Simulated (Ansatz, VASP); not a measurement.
Two plane-wave programs on C

Contents of INCAR:

```
SYSTEM = C
PREC     = Accurate       ! precision mode
ENCUT    = 520            ! plane-wave cutoff, eV
EDIFF    = 1E-7           ! SCF threshold, eV
ISMEAR   = 0              ! smearing method
SIGMA    = 0.15           ! smearing width, eV
LREAL    = .FALSE.        ! projectors in reciprocal space
LASPH    = .TRUE.         ! aspherical terms in the spheres
NELM     = 80             ! most SCF steps
ALGO     = Normal         ! electronic algorithm
ISIF     = 2              ! what is computed and relaxed
LWAVE    = .FALSE.        ! write WAVECAR
LCHARG   = .FALSE.        ! write CHGCAR
GGA      = PS             ! functional
IVDW     = 12             ! dispersion correction
NBANDS   = 11             ! bands
```

File KPOINTS:

```
Automatic mesh
0
G
  21 21 12
  0 0 0
```

File POSCAR:

```
C
1.0
    2.3962167908      0.0000000000      0.0000000000
   -1.1981083954      2.0751846138      0.0000000000
    0.0000000000      0.0000000000      3.4412451853
C
2
Direct
    0.3192382018      0.6384764037      0.0000000000
    0.6807617982      0.3615235963      0.0000000000
```

Input for Ansatz:

```yaml
crystal:
  lattice:
    - [2.3962167908, 0.0, 0.0]
    - [-1.1981083954, 2.0751846138, 0.0]
    - [0.0, 0.0, 3.4412451853]
  atoms:
    - { symbol: C, position: [0.3192382018, 0.6384764037, 0.0] }
    - { symbol: C, position: [0.6807617982, 0.3615235963, 0.0] }
basis:
  ecutwfc: 520.0
kpoints:
  mp_grid: { grid: [21, 21, 12] }
hamiltonian:
  xc: pbesol
  pseudopotentials: { kind: paw, azcp: { folder: soft_1 } }
  dispersion: d3bj
scf:
  occupations: { method: gaussian, width: 0.15 }
output:
  forces: true
  stress: true
  eigenvalues: true
  write_density: true
  write_potential: true
  elf: true
  volumetric_format: npy
```

Change from the starting cell: mode 6 frozen in at -0.060 Å, equal normal strain along x, y and z -0.0250.

Alike in both runs: task single point; functional PBEsol; dispersion D3(BJ); k mesh 21 × 21 × 12; occupations gaussian, width 0.15 eV; no spin polarisation.

|  | VASP | Ansatz |
| --- | --- | --- |
| version | VASP 6.6.1 | Ansatz 0.2.0 |
| potentials or method | VASP PAW PBE potentials, release 64 (C), cutoff 520 eV | scalar-relativistic, plane waves, PAW |
| valence electrons in the cell | 8 | 8 |

Ansatz gave:

```
gap on the k mesh at the Fermi level (eV)                     : none
pressure (GPa)                                                : 31.0
traceless stress, the component that is largest in VASP (GPa) : 35.63
rms of the force components (eV/Å)                            : 3.779
```

**Question.** Which values does VASP return?

**Answer.** gap on the k mesh at the Fermi level (eV): none; pressure (GPa): 31.7; traceless stress, the component that is largest in VASP (GPa): 36.27; rms of the force components (eV/Å): 3.780.

VASP's potentials were made for PBE, not for PBEsol, and Ansatz warns of the same on its side. Atom by atom the forces differ by 0.001 eV/Å (rms over components). A gap of «none» marks a metal or a gap that the smearing closes. Both programs put the cell under a high pressure, so it lies far from rest at this level.
